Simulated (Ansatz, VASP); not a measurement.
PbSe: VASP beside Ansatz

The input INCAR:

```
SYSTEM = PbSe
ALGO     = Normal         ! electronic algorithm
EDIFF    = 1E-6           ! SCF threshold, eV
ENCUT    = 500            ! plane-wave cutoff, eV
GGA      = PE             ! functional
GGA_COMPAT= .FALSE.      
ISIF     = 2              ! what is computed and relaxed
ISMEAR   = -1             ! smearing method
LASPH    = .TRUE.         ! aspherical terms in the spheres
LCHARG   = .FALSE.        ! write CHGCAR
LREAL    = .FALSE.        ! projectors in reciprocal space
LWAVE    = .FALSE.        ! write WAVECAR
NBANDS   = 17             ! bands
NELM     = 120            ! most SCF steps
PREC     = Accurate       ! precision mode
SIGMA    = 0.04           ! smearing width, eV
```

File KPOINTS:

```
k-points
0
G
  5 5 5
  0 0 0
```

The input POSCAR:

```
PbSe
1.0
    0.0000000000      3.0606500000      3.0606500000
    3.0606500000      0.0000000000      3.0606500000
    3.0606500000      3.0606500000      0.0000000000
Pb Se
1 1
Direct
    0.0000000000      0.0000000000      0.0000000000
    0.5000000000      0.5000000000      0.5000000000
```

File input.yaml:

```yaml
crystal:
  lattice:
    - [0.0, 3.06065, 3.06065]
    - [3.06065, 0.0, 3.06065]
    - [3.06065, 3.06065, 0.0]
  atoms:
    - { symbol: Pb, position: [0.0, 0.0, 0.0] }
    - { symbol: Se, position: [0.5, 0.5, 0.5] }
kpoints:
  mp_grid: { grid: [5, 5, 5] }
scf:
  occupations: { method: fermi_dirac, width: 0.04 }
hamiltonian:
  xc: pbe
  pseudopotentials: { kind: all_electron, lapw: { basis_error: 0.003 } }
output:
  forces: true
  stress: true
  eigenvalues: true
```

Alike in both runs: task single point; functional PBE; k mesh 5 × 5 × 5; occupations fermi-dirac, width 0.04 eV; no spin polarisation.

|  | VASP | Ansatz |
| --- | --- | --- |
| version | VASP 6.6.1 | Ansatz 0.2.0 |
| potentials or method | VASP PAW PBE potentials, release 64 (Pb_d, Se), cutoff 500 eV | all-electron LAPW, scalar-relativistic |

VASP gave:

| Quantity | Value |
| --- | --- |
| pressure (GPa) | 2.2 |

Problem. What did Ansatz give for the same quantities?

Solution. Pressure (GPa): 2.3.

Ansatz ran all-electron here, and VASP with PAW potentials.

Neither program's run includes spin-orbit coupling.
